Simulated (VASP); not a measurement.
# HfN (I4/mmm) in VASP: a series of runs

Runs on HfN. Level: PBE. Tasks: single point.

Program: VASP 6.6.1. These are calculated values, not measurements. Logs are shortened: lines on timing, memory, paths and dates and some standing lists are left out, and cuts for length are marked.

## (1) The cell of the first run

The structure is tetragonal, space group I4/mmm (No. 139). The conventional cell has a = 3.067 Å, b = 3.067 Å, c = 4.157 Å, α = 90.00°, β = 90.00°, γ = 90.00°. Hf (site symmetry 4/mmm) has 6 N at 2.08 to 2.17 Å within 2.8 Å. Within 2.8 Å of N (site symmetry 4/mmm) lie 6 Hf at 2.08 to 2.17 Å.

## (2) Single point, PBE (strain -0.040 along x and y, -0.080 along z)

INCAR reads:

```
SYSTEM = HfN
PREC = Accurate ; ENCUT = 520
EDIFF = 1E-6 ; ISMEAR = 0
SIGMA = 0.15 ; LREAL = .False.
LASPH = .True. ; NELM = 100
ALGO = Normal ; ISIF = 2
LWAVE = .False. ; LCHARG = .True.
GGA = PE ; LELF = .True.
LVHAR = .True. ; NBANDS = 14
```

KPOINTS reads:

```
Automatic mesh
0
Gamma
  18 18 18
  0 0 0
```

POSCAR reads:

```
HfN
1.0
    0.0000000000      2.1686400000      2.0782800000
    2.1686400000      0.0000000000      2.0782800000
    2.1686400000      2.1686400000      0.0000000000
Hf N
1 1
Direct
    0.0000000000      0.0000000000      0.0000000000
    0.5000000000      0.5000000000      0.5000000000
```

Potentials or basis: VASP PAW PBE potentials, release 64 (Hf_pv, N).

Launch:

```
cat potpaw_PBE.64/Hf_pv/POTCAR potpaw_PBE.64/N/POTCAR > POTCAR
mpirun -np 1 vasp_std > vasp.out
```

OUTCAR:

```text
SYSTEM = HfN
   PREC = Accurate
   ENCUT = 520
   EDIFF = 1E-6
   ISMEAR = 0
   LREAL = .False.
   LASPH = .True.
   NELM = 100
   ISIF = 2
   GGA = PE

 ion  position               nearest neighbor table
   1  0.000  0.000  0.000-   2 2.08   2 2.08   2 2.17   2 2.17   2 2.17   2 2.17
   2  0.500  0.500  0.500-   1 2.08   1 2.08   1 2.17   1 2.17   1 2.17   1 2.17

  LATTYP: Found a body centered tetragonal cell.
 ALAT       =     3.0669200999
 C/A-ratio  =     1.3552879973

  Lattice vectors:

 A1 = (   0.0000000000,  -2.1686400000,  -2.0782800000)
 A2 = (   0.0000000000,   2.1686400000,  -2.0782800000)
 A3 = (   2.1686400000,   0.0000000000,   2.0782800000)

Analysis of symmetry for initial positions (statically):
=====================================================================
 Subroutine PRICEL returns:
 Original cell was already a primitive cell.

 Routine SETGRP: Setting up the symmetry group for a
 body centered tetragonal supercell.

 Subroutine GETGRP returns: Found 16 space group operations
 (whereof 16 operations were pure point group operations)
 out of a pool of 16 trial point group operations.

The static configuration has the point symmetry D_4h.

Analysis of symmetry for dynamics (positions and initial velocities):
=====================================================================
 Subroutine PRICEL returns:
 Original cell was already a primitive cell.

 Routine SETGRP: Setting up the symmetry group for a
 body centered tetragonal supercell.

 Subroutine GETGRP returns: Found 16 space group operations
 (whereof 16 operations were pure point group operations)
 out of a pool of 16 trial point group operations.

The dynamic configuration has the point symmetry D_4h.

 Subroutine INISYM returns: Found 16 space group operations
 (whereof 16 operations are pure point group operations),
 and found     1 'primitive' translations

----------------------------------------------------------------------------------------

                                     Primitive cell

  volume of cell :      19.5483

  direct lattice vectors                    reciprocal lattice vectors
     0.000000000  2.168640000  2.078280000    -0.230559245  0.230559245  0.240583559
     2.168640000  0.000000000  2.078280000     0.230559245 -0.230559245  0.240583559
     2.168640000  2.168640000  0.000000000     0.230559245  0.230559245 -0.240583559

  length of vectors
     3.003705579  3.003705579  3.066920100     0.405210537  0.405210537  0.405210537

  position of ions in fractional coordinates (direct lattice)
     0.000000000  0.000000000  0.000000000
     0.500000000  0.500000000  0.500000000

  ion indices of the primitive-cell ions
   primitive index   ion index
                 1           1
                 2           2

----------------------------------------------------------------------------------------

 KPOINTS: Automatic mesh

Automatic generation of k-mesh.
 Grid dimensions read from file:
 generate k-points for:   18   18   18

 Generating k-lattice:

  Cartesian coordinates                     Fractional coordinates (reciprocal lattice)
    -0.012808847  0.012808847  0.013365753     0.055555556  0.000000000  0.000000000
     0.012808847 -0.012808847  0.013365753     0.000000000  0.055555556  0.000000000
     0.012808847  0.012808847 -0.013365753     0.000000000  0.000000000  0.055555556

  Length of vectors
     0.022511697  0.022511697  0.022511697

  Shift w.r.t. Gamma in fractional coordinates (k-lattice)
     0.000000000  0.000000000  0.000000000

 Subroutine IBZKPT returns following result:
 ===========================================

 Found    480 irreducible k-points:

 Following reciprocal coordinates:
            Coordinates               Weight
  0.000000  0.000000  0.000000      1.000000
  0.055556 -0.000000  0.000000      8.000000
  0.111111 -0.000000  0.000000      8.000000
  0.166667 -0.000000  0.000000      8.000000
  0.222222 -0.000000  0.000000      8.000000
  0.277778  0.000000  0.000000      8.000000
[... 16 lines left out ...]
 -0.277778  0.055556  0.000000      8.000000
 -0.222222  0.055556  0.000000      8.000000
 [... further k-points ...]
   k-points           NKPTS =    480   k-points in BZ     NKDIM =    480   number of bands    NBANDS=     14
   number of dos      NEDOS =    301   number of ions     NIONS =      2
   total plane-waves  NPLWV =  13824
   dimension x,y,z NGX =    24 NGY =   24 NGZ =   24
   dimension x,y,z NGXF=    48 NGYF=   48 NGZF=   48
   ions per type =               1   1
   NGX,Y,Z   is equivalent  to a cutoff of  13.28, 13.28, 13.01 a.u.
   NGXF,Y,Z  is equivalent  to a cutoff of  26.57, 26.57, 26.02 a.u.
 SYSTEM =  HfN
   PREC   = accura    normal or accurate (medium, high low for compatibility)
   ISTART =      0    job   : 0-new  1-cont  2-samecut
   ICHARG =      2    charge: 1-file 2-atom 10-const
   ISPIN  =      1    spin polarized calculation?
   LNONCOLLINEAR =      F non collinear calculations
   LSORBIT =      F    spin-orbit coupling
   LASPH  =      T    aspherical Exc in radial PAW
   ENCUT  =  520.0 eV  38.22 Ry    6.18 a.u.   5.58  5.58  5.70*2*pi/ulx,y,z
   NELM   =    100;   NELMIN=  2; NELMDL= -5     # of ELM steps
   EDIFF  = 0.1E-05   stopping-criterion for ELM
   LREAL  =      F    real-space projection
   EDIFFG = 0.1E-04   stopping-criterion for IOM
   NSW    =      0    number of steps for IOM
   IBRION =     -1    ionic relax: 0-MD 1-quasi-New 2-CG
   NFREE  =      0    steps in history (QN), initial steepest desc. (CG)
   ISIF   =      2    stress and relaxation
   ISYM   =      2    0-nonsym 1-usesym 2-fastsym
   POTIM  = 0.5000    time-step for ionic-motion
   TEBEG  =    0.0;   TEEND  =   0.0 temperature during run
   PSTRESS=    0.0 pullay stress
   NELECT =      15.0000    total number of electrons
   NUPDOWN=      -1.0000    fix difference up-down
   EMIN   =  10.00;   EMAX   =-10.00  energy-range for DOS
   EFERMI =   0.00;   METHOD = LEGACY
   ISMEAR =     0;   SIGMA  =   0.15  broadening in eV -4-tet -1-fermi 0-gaus
   EFERMI_NEDOS =   21; number of points for ismear=-14 and -15
   IALGO  =     38    algorithm
   IMIX   =      4    mixing-type and parameters
     AMIX     =   0.40;   BMIX     =  1.00
     AMIX_MAG =   1.60;   BMIX_MAG =  1.00
  volume/ion in A,a.u.               =       9.77        65.96
  Fermi-wavevector in a.u.,A,eV,Ry     =   1.498772  2.832269 30.563008  2.246318
  Thomas-Fermi vector in A             =   2.610488
   LORBIT       =      0    0 simple, 1 ext, 2 COOP (PROOUT), +10 PAW based schemes
   GGA     = PE    functional components
   LHFCALC =     F    Hartree Fock is set to
   AEXX    =    0.0000 exact exchange contribution
   IVDW    =     0    specifies the selected vdW correction
   LEPSILON=     F    determine dielectric tensor
   LRPA    =     F    only Hartree local field effects (RPA)
 non-spin polarized calculation
 Gauss-broadening in eV      SIGMA  =   0.15
  energy-cutoff  :      520.00
  volume of cell :       19.55
 maximum number of plane-waves:       542
   NGX = 11   NGY = 11   NGZ = 11

 number of electron      14.9999997 magnetization

 Free energy of the ion-electron system (eV)
  ---------------------------------------------------
  ext. energy  EPLUGINS =         0.00000000
  ---------------------------------------------------
  free energy    TOTEN  =       -20.98114014 eV

  energy without entropy =      -20.97612044  energy(sigma->0) =      -20.97863029

 E-fermi :   9.9195     XC(G=0): -13.6195

 val. band max:        9.9005392380   @ k =  -0.3889   0.0556   0.3333
 cond. band min:       9.9231839472   @ k =  -0.1111   0.1111   0.0000
 fundamental gap:      0.0226447092
 Fermi energy:         9.9194933285

 k-point     1 :       0.0000    0.0000    0.0000
  band No.  band energies     occupation
      1     -20.5580      2.00000
      2     -20.5543      2.00000
      3     -20.5543      2.00000
      4      -8.5561      2.00000
      5       6.6038      2.00000
      6       6.6038      2.00000
      7       6.9905      2.00000
      8       9.2815      2.00000
      9       9.2815      2.00000
     10       9.8468      1.50666
     11      11.9249      0.00000
     12      12.0318      0.00000
     13      14.1769      0.00000
     14      19.9212      0.00000

 k-point     2 :       0.0556   -0.0000    0.0000
  band No.  band energies     occupation
      1     -20.6182      2.00000
      2     -20.5602      2.00000
      3     -20.5592      2.00000
      4      -8.4503      2.00000
      5       6.2780      2.00000
      6       6.3586      2.00000
      7       6.7123      2.00000
      8       9.4308      2.00000
      9       9.4312      2.00000
     10       9.9426      0.82785
     11      12.2242      0.00000
     12      12.3307      0.00000
     13      14.4205      0.00000
     14      20.2208      0.00000

 k-point     3 :       0.1111   -0.0000    0.0000
  band No.  band energies     occupation
      1     -20.7934      2.00000
      2     -20.5772      2.00000
      3     -20.5669      2.00000
      4      -8.1468      2.00000
      5       5.4793      2.00000
      6       5.7856      2.00000
      7       6.0860      2.00000
      8       9.7426      1.90471
      9       9.8145      1.67765
     10      10.1891      0.01104
     11      13.0161      0.00000
     12      13.1053      0.00000
     13      15.0829      0.00000
     14      21.0699      0.00000

 k-point     4 :       0.1667   -0.0000    0.0000
  band No.  band energies     occupation
      1     -21.0495      2.00000
      2     -20.6030      2.00000
      3     -20.5785      2.00000
      4      -7.6833      2.00000
      5       4.4812      2.00000
      6       5.1120      2.00000
      7       5.3590      2.00000
      8      10.0794      0.13173
      9      10.3742      0.00002
     10      10.6057      0.00000
     11      14.1076      0.00000
     12      14.1275      0.00000
     13      16.0176      0.00000
     14      22.3283      0.00000

 k-point     5 :       0.2222   -0.0000    0.0000
  band No.  band energies     occupation
      1     -21.3461      2.00000
      2     -20.6344      2.00000
      3     -20.5927      2.00000
      4      -7.1098      2.00000
      5       3.4406      2.00000
      6       4.4602      2.00000
      7       4.6552      2.00000
      8      10.4586      0.00000
      9      11.0918      0.00000
     10      11.2097      0.00000
     11      15.2002      0.00000
[... 276 lines left out ...]
 k-point    22 :      -0.3333    0.0556    0.0000
  band No.  band energies     occupation
      1     -21.9551      2.00000
      2     -20.6927      2.00000
      3     -20.6901      2.00000
      4      -5.7440      2.00000
      5       1.2835      2.00000
      6       3.2221      2.00000
      7       3.7436      2.00000
      8      11.6372      0.00000
      9      12.7074      0.00000
     10      13.6695      0.00000
     11      16.8800      0.00000
     12      18.7998      0.00000
     13      18.8596      0.00000
     14      22.9109      0.00000

 k-point    23 :      -0.2778    0.0556    0.0000
  band No.  band energies     occupation
      1     -21.7088      2.00000
      2     -20.6811      2.00000
      3     -20.6582      2.00000
      4      -6.3315      2.00000
      5       2.0680      2.00000
      6       3.5975      2.00000
      7       4.2702      2.00000
      8      10.9231      0.00000
      9      11.7744      0.00000
     10      12.9703      0.00000
     11      16.7008      0.00000
     12      17.5147      0.00000
     13      17.7110      0.00000
     14      22.9233      0.00000

 k-point    24 :      -0.2222    0.0556    0.0000
  band No.  band energies     occupation
      1     -21.4244      2.00000
      2     -20.6660      2.00000
      3     -20.6236      2.00000
      4      -6.9353      2.00000
      5       2.9561      2.00000
      6       4.0907      2.00000
      7       4.8887      2.00000
      8      10.3839      0.00001
      9      10.9342      0.00000
     10      12.2214      0.00000
     11      15.9579      0.00000
     12      16.3755      0.00000
     13      16.4521      0.00000
     14      22.9309      0.00000

 [... further k-points ...]

------------------------ aborting loop because EDIFF is reached ----------------------------------------

  FORCE on cell =-STRESS in cart. coord.  units (eV):
  Direction    XX          YY          ZZ          XY          YZ          ZX
  --------------------------------------------------------------------------------------
  -------------------------------------------------------------------------------------
  Total        6.8487023      6.8487023     12.4538515      0.0000000      0.0000000      0.0000000
  in kB      561.3191853    561.3191853   1020.7168503      0.0000000      0.0000000      0.0000000
  external PRESSURE =     714.4517403 kB  Pullay stress =       0.0000000 kB

 VOLUME and BASIS-vectors are now :
 -----------------------------------------------------------------------------
  energy-cutoff  :      520.00
  volume of cell :       19.55
      direct lattice vectors                 reciprocal lattice vectors
     0.000000000  2.168640000  2.078280000    -0.230559245  0.230559245  0.240583559
     2.168640000  0.000000000  2.078280000     0.230559245 -0.230559245  0.240583559
     2.168640000  2.168640000  0.000000000     0.230559245  0.230559245 -0.240583559

 POSITION                                       TOTAL-FORCE (eV/Angst)
 -----------------------------------------------------------------------------------
      0.00000      0.00000      0.00000         0.000000      0.000000     -0.000000
      2.16864      2.16864      2.07828         0.000000      0.000000      0.000000
 -----------------------------------------------------------------------------------
    total drift:                                0.000000     -0.000000     -0.000000

  FREE ENERGIE OF THE ION-ELECTRON SYSTEM (eV)
  ---------------------------------------------------
  free  energy   TOTEN  =       -20.9811401396 eV

  energy  without entropy=      -20.9761204371  energy(sigma->0) =      -20.97863029
```

Wall time 88 s (1 thread of AMD EPYC 7R13 (Zen 3), shared host); peak memory 0.22 GiB.

What came out:

```yaml
Free_energy: -20.9811 eV
Pressure: 71.4 GPa
Band_gap_on_the_k_mesh: zero (an odd number of electrons rules out a gap without spin polarisation)
```

Caveat: the cell differs from its parent crystal (strain -0.040 along x and y, -0.080 along z); the cell stands under pressure; spin-orbit coupling is left out, which moves the levels of the heavy elements.

## (3) Single point, PBE (strain -0.080 along x and y, +0.040 along z)

INCAR reads:

```
SYSTEM = HfN
PREC = Accurate
ENCUT = 520
EDIFF = 1E-6
ISMEAR = 0
SIGMA = 0.15
LREAL = .FALSE.
LASPH = .TRUE.
NELM = 80
ALGO = Normal
ISIF = 2
LWAVE = .FALSE.
LCHARG = .FALSE.
GGA = PE
NBANDS = 14
```

KPOINTS reads:

```
regular mesh
0
G
  18 18 18
  0 0 0
```

POSCAR reads:

```
HfN
1.0
    0.0000000000      2.0782800000      2.3493600000
    2.0782800000      0.0000000000      2.3493600000
    2.0782800000      2.0782800000      0.0000000000
Hf N
1 1
Direct
    0.0000000000      0.0000000000      0.0000000000
    0.5000000000      0.5000000000      0.5000000000
```

Potentials or basis: VASP PAW PBE potentials, release 64 (Hf_pv, N).

Launch:

```
cat potpaw_PBE.64/Hf_pv/POTCAR potpaw_PBE.64/N/POTCAR > POTCAR
mpirun -np 1 vasp_std > vasp.out
```

Wall time 84 s (1 thread of AMD EPYC 7R13 (Zen 3), shared host); peak memory 0.23 GiB.

The run converged. Its results:

* Free energy: -20.8247 eV
* Pressure: 63.7 GPa
* Band gap on the k mesh: zero (an odd number of electrons rules out a gap without spin polarisation)

Stress tensor (GPa, compression positive):
```
95.13  0.00  0.00
 0.00 95.13  0.00
 0.00  0.00  0.75
```

Levels at points of the mesh, in eV from the Fermi level:
```csv
k point,band 5,band 6,band 7,band 8,band 9,band 10,band 11,band 12
"(0.00, 0.00, 0.00)",-3.69,-2.91,-2.91,-1.47,-0.38,0.18,0.18,3.30
"(0.50, 0.00, 0.00)",-9.70,-7.15,-6.96,3.96,4.13,4.90,5.07,8.11
"(0.50, 0.50, 0.00)",-6.24,-4.25,-3.31,-3.31,4.87,6.40,6.40,7.06
"(0.50, 0.00, 0.50)",-4.72,-4.49,-4.31,-3.42,3.86,5.20,7.66,8.43
```

Caveat: the cell differs from its parent crystal (strain -0.080 along x and y, +0.040 along z); the cell stands under pressure; spin-orbit coupling is left out, which moves the levels of the heavy elements.
